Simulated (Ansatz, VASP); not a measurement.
## Ge: VASP beside Ansatz

File INCAR:

```
SYSTEM = Ge
PREC = Accurate
ENCUT = 520
EDIFF = 1E-6
ISMEAR = -1
SIGMA = 0.05
LREAL = .False.
LASPH = .True.
NELM = 60
ALGO = Normal
ISIF = 2
LWAVE = .False.
LCHARG = .False.
NBANDS = 21
```

KPOINTS

```
regular mesh
0
Gamma
  10 10 6
  0 0 0
```

Contents of POSCAR:

```
Ge
1.0
    1.4576759744     -2.5417218984      0.0000000000
    1.4576759744      2.5417218984      0.0000000000
    0.0000000000      0.0000000000      4.6310871635
Ge
2
Direct
    0.3334466300      0.6665533700      0.2500000000
    0.6665533700      0.3334466300      0.7500000000
```

The input input.yaml:

```yaml
crystal:
  lattice:
    - [1.4576759744, -2.5417218984, 0.0]
    - [1.4576759744, 2.5417218984, 0.0]
    - [0.0, 0.0, 4.6310871635]
  atoms:
    - { symbol: Ge, position: [0.33344663, 0.66655337, 0.25] }
    - { symbol: Ge, position: [0.66655337, 0.33344663, 0.75] }
kpoints:
  mp_grid: { grid: [10, 10, 6] }
scf:
  occupations: { method: fermi_dirac, width: 0.05 }
hamiltonian:
  xc: lda
  pseudopotentials: { kind: all_electron, lapw: { basis_error: 0.001 } }
output:
  forces: true
  stress: true
  eigenvalues: true
```

Change from the starting cell: volume scaled by 0.94.

Alike in both runs: task single point; functional LDA; k mesh 10 × 10 × 6; occupations fermi-dirac, width 0.05 eV; no spin polarisation.

|  | VASP | Ansatz |
| --- | --- | --- |
| version | VASP 6.6.1 | Ansatz 0.2.0 |
| potentials or method | VASP PAW LDA potentials, release 64 (Ge_d), cutoff 520 eV | all-electron LAPW, scalar-relativistic |

Ansatz gave:

```
gap on the k mesh at the Fermi level (eV)                     : none
pressure (GPa)                                                : 4.1
traceless stress, the component that is largest in VASP (GPa) : 1.93
```

Problem. What did VASP give for the same quantities?

Solution. gap on the k mesh at the Fermi level (eV): none; pressure (GPa): 4.1; traceless stress, the component that is largest in VASP (GPa): 1.94.

LDA's correlation is that of Perdew and Zunger in VASP and of Perdew and Wang (1992) in Ansatz. A gap of «none» marks a metal or a gap that the smearing closes. Ansatz ran all-electron here, and VASP with PAW potentials.
